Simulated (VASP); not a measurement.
# Re (Pm-3m) in VASP: a series of runs

Re is run at these levels: r2SCAN; tasks: single point.

Program: VASP 6.6.1. These are calculated values, not measurements. Logs are shortened: lines on timing, memory, paths and dates and some standing lists are left out, and cuts for length are marked.

## Step 1: The cell of the first run

Symmetry: Pm-3m, No. 221, cubic system. The conventional cell has a = 2.598 Å, b = 2.598 Å, c = 2.598 Å, α = 90.00°, β = 90.00°, γ = 90.00°. Within 3.4 Å of Re (site symmetry m-3m) lie 6 Re at 2.60 Å.

This isn't the form of Re at room conditions, which is hcp.

## Step 2: Single point, r2SCAN (17.54 Å³/atom)

Input file POSCAR:

```
Re
1.0
    2.5984504816      0.0000000000      0.0000000000
    0.0000000000      2.5984504816      0.0000000000
    0.0000000000      0.0000000000      2.5984504816
Re
1
Direct
    0.0000000000      0.0000000000      0.0000000000
```

Input file INCAR.step1:

```
ALGO     = Normal         # electronic algorithm
EDIFF    = 1E-5           # SCF threshold, eV
ENCUT    = 660            # plane-wave cutoff, eV
GGA      = PE             # functional
GGA_COMPAT= F            
ISMEAR   = -1             # smearing method
LASPH    = T              # aspherical terms in the spheres
LCHARG   = F              # write CHGCAR
LREAL    = F              # projectors in reciprocal space
LWAVE    = T              # write WAVECAR
NBANDS   = 10             # bands
NELM     = 120            # most SCF steps
PREC     = Accurate       # precision mode
SIGMA    = 0.1            # smearing width, eV
```

Input file INCAR.step2:

```
ALGO     = Normal         # electronic algorithm
EDIFF    = 1E-6           # SCF threshold, eV
ENCUT    = 660            # plane-wave cutoff, eV
GGA_COMPAT= F            
ISIF     = 2              # what is computed and relaxed
ISMEAR   = -1             # smearing method
ISTART   = 1            
LASPH    = T              # aspherical terms in the spheres
LCHARG   = F              # write CHGCAR
LMIXTAU  = T            
LREAL    = F              # projectors in reciprocal space
LWAVE    = F              # write WAVECAR
METAGGA  = R2SCAN         # meta-GGA
NBANDS   = 10             # bands
NELM     = 120            # most SCF steps
PREC     = Accurate       # precision mode
SIGMA    = 0.1            # smearing width, eV
```

Input file KPOINTS:

```
k-points
0
Gamma
  14 14 14
```

Potentials or basis: VASP PAW PBE potentials, release 64 (Re).

The run is started by

```
$ cat potpaw_PBE.64/Re/POTCAR > POTCAR
$ cp INCAR.step1 INCAR
$ mpirun -np 1 vasp_std > vasp.out
$ cp INCAR.step2 INCAR
$ mpirun -np 1 vasp_std > vasp.out
```

OUTCAR:

```text
EDIFF = 1E-6
   ENCUT = 660
   ISIF = 2
   ISMEAR = -1
   ISTART = 1
   LASPH = T
   LREAL = F
   METAGGA = R2SCAN
   NELM = 120
   PREC = Accurate

 ion  position               nearest neighbor table
   1  0.000  0.000  0.000-

  LATTYP: Found a simple cubic cell.
 ALAT       =     2.5984504816

  Lattice vectors:

 A1 = (   2.5984504816,   0.0000000000,   0.0000000000)
 A2 = (   0.0000000000,   2.5984504816,   0.0000000000)
 A3 = (   0.0000000000,   0.0000000000,   2.5984504816)

Analysis of symmetry for initial positions (statically):
=====================================================================
 Subroutine PRICEL returns:
 Original cell was already a primitive cell.

 Routine SETGRP: Setting up the symmetry group for a
 simple cubic supercell.

 Subroutine GETGRP returns: Found 48 space group operations
 (whereof 48 operations were pure point group operations)
 out of a pool of 48 trial point group operations.

The static configuration has the point symmetry O_h .

Analysis of symmetry for dynamics (positions and initial velocities):
=====================================================================
 Subroutine PRICEL returns:
 Original cell was already a primitive cell.

 Routine SETGRP: Setting up the symmetry group for a
 simple cubic supercell.

 Subroutine GETGRP returns: Found 48 space group operations
 (whereof 48 operations were pure point group operations)
 out of a pool of 48 trial point group operations.

The dynamic configuration has the point symmetry O_h .

 Subroutine INISYM returns: Found 48 space group operations
 (whereof 48 operations are pure point group operations),
 and found     1 'primitive' translations

----------------------------------------------------------------------------------------

                                     Primitive cell

  volume of cell :      17.5446

  direct lattice vectors                    reciprocal lattice vectors
     2.598450482  0.000000000  0.000000000     0.384844740  0.000000000  0.000000000
     0.000000000  2.598450482  0.000000000     0.000000000  0.384844740  0.000000000
     0.000000000  0.000000000  2.598450482     0.000000000  0.000000000  0.384844740

  length of vectors
     2.598450482  2.598450482  2.598450482     0.384844740  0.384844740  0.384844740

  position of ions in fractional coordinates (direct lattice)
     0.000000000  0.000000000  0.000000000

  ion indices of the primitive-cell ions
   primitive index   ion index
                 1           1

----------------------------------------------------------------------------------------

 KPOINTS: k-points

Automatic generation of k-mesh.
 Grid dimensions read from file:
 generate k-points for:   14   14   14

 Generating k-lattice:

  Cartesian coordinates                     Fractional coordinates (reciprocal lattice)
     0.027488910  0.000000000  0.000000000     0.071428571  0.000000000  0.000000000
     0.000000000  0.027488910  0.000000000     0.000000000  0.071428571  0.000000000
     0.000000000  0.000000000  0.027488910     0.000000000  0.000000000  0.071428571

  Length of vectors
     0.027488910  0.027488910  0.027488910

  Shift w.r.t. Gamma in fractional coordinates (k-lattice)
     0.000000000  0.000000000  0.000000000

 Subroutine IBZKPT returns following result:
 ===========================================

 Found    120 irreducible k-points:

 Following reciprocal coordinates:
            Coordinates               Weight
  0.000000  0.000000  0.000000      1.000000
  0.071429  0.000000  0.000000      6.000000
  0.142857  0.000000  0.000000      6.000000
  0.214286  0.000000  0.000000      6.000000
  0.285714  0.000000  0.000000      6.000000
  0.357143  0.000000  0.000000      6.000000
[... 16 lines left out ...]
  0.285714  0.214286  0.000000     24.000000
  0.357143  0.214286  0.000000     24.000000
 [... further k-points ...]
   k-points           NKPTS =    120   k-points in BZ     NKDIM =    120   number of bands    NBANDS=     10
   number of dos      NEDOS =    301   number of ions     NIONS =      1
   total plane-waves  NPLWV =  13824
   dimension x,y,z NGX =    24 NGY =   24 NGZ =   24
   dimension x,y,z NGXF=    48 NGYF=   48 NGZF=   48
   ions per type =               1
   NGX,Y,Z   is equivalent  to a cutoff of  15.35, 15.35, 15.35 a.u.
   NGXF,Y,Z  is equivalent  to a cutoff of  30.71, 30.71, 30.71 a.u.
 SYSTEM =  unknown system
   PREC   = accura    normal or accurate (medium, high low for compatibility)
   ISTART =      1    job   : 0-new  1-cont  2-samecut
   ICHARG =      0    charge: 1-file 2-atom 10-const
   ISPIN  =      1    spin polarized calculation?
   LNONCOLLINEAR =      F non collinear calculations
   LSORBIT =      F    spin-orbit coupling
   LASPH  =      T    aspherical Exc in radial PAW
   ENCUT  =  660.0 eV  48.51 Ry    6.96 a.u.   5.44  5.44  5.44*2*pi/ulx,y,z
   NELM   =    120;   NELMIN=  2; NELMDL=  0     # of ELM steps
   EDIFF  = 0.1E-05   stopping-criterion for ELM
   LREAL  =      F    real-space projection
   EDIFFG = 0.1E-04   stopping-criterion for IOM
   NSW    =      0    number of steps for IOM
   IBRION =     -1    ionic relax: 0-MD 1-quasi-New 2-CG
   NFREE  =      0    steps in history (QN), initial steepest desc. (CG)
   ISIF   =      2    stress and relaxation
   ISYM   =      2    0-nonsym 1-usesym 2-fastsym
   POTIM  = 0.5000    time-step for ionic-motion
   TEBEG  =    0.0;   TEEND  =   0.0 temperature during run
   PSTRESS=    0.0 pullay stress
   NELECT =       7.0000    total number of electrons
   NUPDOWN=      -1.0000    fix difference up-down
   EMIN   =  10.00;   EMAX   =-10.00  energy-range for DOS
   EFERMI =   0.00;   METHOD = LEGACY
   ISMEAR =    -1;   SIGMA  =   0.10  broadening in eV -4-tet -1-fermi 0-gaus
   EFERMI_NEDOS =   21; number of points for ismear=-14 and -15
   IALGO  =     38    algorithm
   IMIX   =      4    mixing-type and parameters
     AMIX     =   0.40;   BMIX     =  1.00
     AMIX_MAG =   1.60;   BMIX_MAG =  1.00
  volume/ion in A,a.u.               =      17.54       118.40
  Fermi-wavevector in a.u.,A,eV,Ry     =   1.205202  2.277501 19.762614  1.452511
  Thomas-Fermi vector in A             =   2.340905
   LORBIT       =      0    0 simple, 1 ext, 2 COOP (PROOUT), +10 PAW based schemes
   METAGGA = R2SCAN    functional components
   LHFCALC =     F    Hartree Fock is set to
   AEXX    =    0.0000 exact exchange contribution
   IVDW    =     0    specifies the selected vdW correction
   LEPSILON=     F    determine dielectric tensor
   LRPA    =     F    only Hartree local field effects (RPA)
 non-spin polarized calculation
  energy-cutoff  :      660.00
  volume of cell :       17.54
 maximum number of plane-waves:       695
 NGX is ok and might be reduce to    24
   NGX = 11   NGY = 11   NGZ = 11

 number of electron       7.0000000 magnetization

 Free energy of the ion-electron system (eV)
  ---------------------------------------------------
  ext. energy  EPLUGINS =         0.00000000
  ---------------------------------------------------
  free energy    TOTEN  =       -51.04218162 eV

  energy without entropy =      -51.00194757  energy(sigma->0) =      -51.02206460

 E-fermi :   6.3241     XC(G=0): -13.6343

 val. band max:        6.3087325204   @ k =   0.5000   0.5000   0.0714
 cond. band min:       6.3369201396   @ k =   0.5000   0.1429   0.0000
 fundamental gap:      0.0281876192
 Fermi energy:         6.3241122876

 k-point     1 :       0.0000    0.0000    0.0000
  band No.  band energies     occupation
      1      -3.1810      2.00000
      2       0.7091      2.00000
      3       0.7091      2.00000
      4       9.7742      0.00000
      5       9.7742      0.00000
      6       9.7742      0.00000
      7      22.2307      0.00000
      8      22.2307      0.00000
      9      22.2307      0.00000
     10      28.6443      0.00000

 k-point     2 :       0.0714    0.0000    0.0000
  band No.  band energies     occupation
      1      -3.0094      2.00000
      2       0.7511      2.00000
      3       0.8871      2.00000
      4       9.5314      0.00000
      5       9.5314      0.00000
      6       9.7917      0.00000
      7      21.2449      0.00000
      8      22.5839      0.00000
      9      22.5839      0.00000
     10      29.3072      0.00000

 k-point     3 :       0.1429    0.0000    0.0000
  band No.  band energies     occupation
      1      -2.5370      2.00000
      2       0.8709      2.00000
      3       1.4219      2.00000
      4       8.9087      0.00000
      5       8.9087      0.00000
      6       9.8409      0.00000
      7      19.3255      0.00000
      8      23.5253      0.00000
      9      23.5253      0.00000
     10      27.8426      0.00000

 k-point     4 :       0.2143    0.0000    0.0000
  band No.  band energies     occupation
      1      -1.8716      2.00000
      2       1.0500      2.00000
      3       2.2888      2.00000
      4       8.1218      0.00000
      5       8.1218      0.00000
      6       9.9127      0.00000
      7      17.4081      0.00000
      8      24.8083      0.00000
      9      24.8083      0.00000
     10      25.8806      0.00000
[... 222 lines left out ...]
 k-point    22 :       0.2143    0.2143    0.0000
  band No.  band energies     occupation
      1      -0.6104      2.00000
      2       2.0046      2.00000
      3       3.1775      2.00000
      4       6.4014      0.63164
      5       8.1484      0.00000
      6       8.5312      0.00000
      7      19.1021      0.00000
      8      19.7833      0.00000
      9      26.3432      0.00000
     10      27.5392      0.00000

 k-point    23 :       0.2857    0.2143    0.0000
  band No.  band energies     occupation
      1       0.0253      2.00000
      2       2.2489      2.00000
      3       3.9050      2.00000
      4       6.1411      1.72351
      5       7.5626      0.00001
      6       8.4999      0.00000
      7      17.4812      0.00000
      8      20.6159      0.00000
      9      25.6466      0.00000
     10      29.0025      0.00000

 k-point    24 :       0.3571    0.2143    0.0000
  band No.  band energies     occupation
      1       0.6101      2.00000
      2       2.3352      2.00000
      3       3.9523      2.00000
      4       6.9830      0.00275
      5       7.0403      0.00155
      6       8.5904      0.00000
      7      15.9702      0.00000
      8      21.6854      0.00000
      9      24.8238      0.00000
     10      29.7692      0.00000

 [... further k-points ...]

------------------------ aborting loop because EDIFF is reached ----------------------------------------

  FORCE on cell =-STRESS in cart. coord.  units (eV):
  Direction    XX          YY          ZZ          XY          YZ          ZX
  --------------------------------------------------------------------------------------
  -------------------------------------------------------------------------------------
  Total       -1.2308455     -1.2308455     -1.2308455     -0.0000000     -0.0000000     -0.0000000
  in kB     -112.4011621   -112.4011621   -112.4011621     -0.0000000     -0.0000000     -0.0000000
  external PRESSURE =    -112.4011621 kB  Pullay stress =       0.0000000 kB

 VOLUME and BASIS-vectors are now :
 -----------------------------------------------------------------------------
  energy-cutoff  :      660.00
  volume of cell :       17.54
      direct lattice vectors                 reciprocal lattice vectors
     2.598450482  0.000000000  0.000000000     0.384844740  0.000000000  0.000000000
     0.000000000  2.598450482  0.000000000     0.000000000  0.384844740  0.000000000
     0.000000000  0.000000000  2.598450482     0.000000000  0.000000000  0.384844740

 POSITION                                       TOTAL-FORCE (eV/Angst)
 -----------------------------------------------------------------------------------
      0.00000      0.00000      0.00000         0.000000      0.000000      0.000000
 -----------------------------------------------------------------------------------
    total drift:                                0.000000     -0.000000     -0.000000

  FREE ENERGIE OF THE ION-ELECTRON SYSTEM (eV)
  ---------------------------------------------------
  free  energy   TOTEN  =       -51.0421816248 eV

  energy  without entropy=      -51.0019475670  energy(sigma->0) =      -51.02206460
```

It took 2.1 min on 1 thread of AMD EPYC 7R13, shared host; peak memory 0.14 GiB.

Results:

- Free energy: -51.0422 eV
- Pressure: -11.2 GPa
- Band gap on the k mesh: zero (an odd number of electrons rules out a gap without spin polarisation)

Levels at points of the mesh, in eV from the Fermi level:
| k point | band 1 | band 2 | band 3 | band 4 | band 5 | band 6 | band 7 | band 8 |
| --- | --- | --- | --- | --- | --- | --- | --- | --- |
| (0.00, 0.00, 0.00) | -9.51 | -5.62 | -5.62 | 3.45 | 3.45 | 3.45 | 15.91 | 15.91 |
| (0.50, 0.00, 0.00) | -6.07 | -4.68 | -1.08 | -0.11 | -0.11 | 3.81 | 8.20 | 15.63 |
| (0.50, 0.50, 0.00) | -6.38 | -4.10 | 0.59 | 0.59 | 4.63 | 4.63 | 5.86 | 13.82 |
| (0.50, 0.50, 0.50) | -4.83 | -4.83 | -4.83 | 6.11 | 6.11 | 8.73 | 11.60 | 11.60 |

Caveat: the cell stands under tension; the PAW data sets were made with another functional, which shifts forces and pressure a little; spin-orbit coupling is left out, which moves the levels of the heavy elements.

## Step 3: Single point, r2SCAN (18.22 Å³/atom)

This run uses another cell than the first one, of 18.22 Å³/atom.

Input file POSCAR:

```
Re
1.0
    2.6313457519      0.0000000000      0.0000000000
    0.0000000000      2.6313457519      0.0000000000
    0.0000000000      0.0000000000      2.6313457519
Re
1
Direct
    0.0000000000      0.0000000000      0.0000000000
```

Input file INCAR.step1:

```
SYSTEM = Re
PREC = Accurate
ENCUT = 660
ISMEAR = -1
SIGMA = 0.1
LREAL = .FALSE.
LASPH = .TRUE.
NELM = 120
NBANDS = 10
GGA = PE
ALGO = Normal
EDIFF = 1E-5
LWAVE = .TRUE.
LCHARG = .FALSE.
GGA_COMPAT = .FALSE.
```

Input file INCAR.step2:

```
SYSTEM = Re
PREC = Accurate
ENCUT = 660
EDIFF = 1E-6
ISMEAR = -1
SIGMA = 0.1
LREAL = .FALSE.
LASPH = .TRUE.
NELM = 120
ALGO = Normal
ISIF = 2
LWAVE = .FALSE.
LCHARG = .FALSE.
METAGGA = R2SCAN
LMIXTAU = .TRUE.
NBANDS = 10
ISTART = 1
GGA_COMPAT = .FALSE.
```

Input file KPOINTS:

```
Automatic mesh
0
G
  14 14 14
  0 0 0
```

Potentials or basis: VASP PAW PBE potentials, release 64 (Re).

The run is started by

```
$ cat potpaw_PBE.64/Re/POTCAR > POTCAR
$ cp INCAR.step1 INCAR
$ mpirun -np 1 vasp_std > vasp.out
$ cp INCAR.step2 INCAR
$ mpirun -np 1 vasp_std > vasp.out
```

Wall time 1.9 min (1 thread of AMD EPYC 7R13, shared host); peak memory 0.14 GiB.

It converged, with:

| Item | Value |
| --- | --- |
| Free energy | -50.9774 eV |
| Pressure | -19.2 GPa |
| Band gap on the k mesh | zero (an odd number of electrons rules out a gap without spin polarisation) |

Levels at points of the mesh, in eV from the Fermi level:
```
           k point  band 1  band 2  band 3  band 4  band 5  band 6
(0.00, 0.00, 0.00)   -9.25   -5.36   -5.36    3.25    3.25    3.25
(0.50, 0.00, 0.00)   -5.90   -4.48   -1.02   -0.10   -0.10    3.59
(0.50, 0.50, 0.00)   -6.04   -3.97    0.56    0.56    4.47    4.47
(0.50, 0.50, 0.50)   -4.57   -4.57   -4.57    5.75    5.75    8.85
```

Caveat: the cell stands under tension; the PAW data sets were made with another functional, which shifts forces and pressure a little; spin-orbit coupling is left out, which moves the levels of the heavy elements.
